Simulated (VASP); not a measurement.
Set up this calculation in VASP 6.6.1, as the native input.

```yaml
Task: single point
Functional: PBEsol
Potentials_or_basis: VASP PAW PBE potentials, release 64 (Cu, O)
Cutoff: 520 eV
k_mesh: 10 × 10 × 6
Occupations: fermi-dirac, width 0.05 eV
Spin: no spin polarisation
Dipole_correction: no
Further_INCAR_settings: ALGO = Normal; EDIFF = 1e-06; NBANDS = 32
```

The structure of CuO2 lies in POSCAR:

```
CuO2
1.0
    1.4270132395     -4.5568776083      0.0000000000
    1.4270132395      4.5568776083      0.0000000000
    0.0000000000      0.0000000000      3.7595810194
Cu O
2 4
Direct
    0.1555730892      0.8444269108      0.7500000000
    0.8444269108      0.1555730892      0.2500000000
    0.7986836483      0.2013163517      0.7500000000
    0.2013163517      0.7986836483      0.2500000000
    0.5198901687      0.4801098313      0.7500000000
    0.4801098313      0.5198901687      0.2500000000
```

One way to write it, as run:

INCAR

```
SYSTEM = CuO2
PREC = Accurate ; ENCUT = 520
EDIFF = 1E-6 ; ISMEAR = -1
SIGMA = 0.05 ; LREAL = .False.
LASPH = .True. ; NELM = 60
ALGO = Normal ; ISIF = 2
LWAVE = .False. ; LCHARG = .False.
GGA = PS ; NBANDS = 32
```

KPOINTS

```
regular mesh
0
Gamma
  10 10 6
  0 0 0
```

Potentials or basis: VASP PAW PBE potentials, release 64 (Cu, O).

Command:

```bash
$ cat potpaw_PBE.64/Cu/POTCAR potpaw_PBE.64/O/POTCAR > POTCAR
$ mpirun -np 1 vasp_std > vasp.out
```

It gave:

```
Pressure               : 20.8 GPa
Largest force          : 0.121 eV/Å
Band gap on the k mesh : zero (band 23 reaches 6.70 eV, above the bottom of band 24 at 5.58 eV)
```

Caveat: the PAW data sets were made with another functional, which shifts forces and pressure a little; semilocal functionals often make such compounds metallic where correlation or magnetic order opens a gap, which also shifts bond lengths.

Wall time 2.5 min on 1 thread of Intel(R) Xeon(R) 6975P-C (Granite Rapids), with other jobs on the host, peak memory 0.28 GiB.
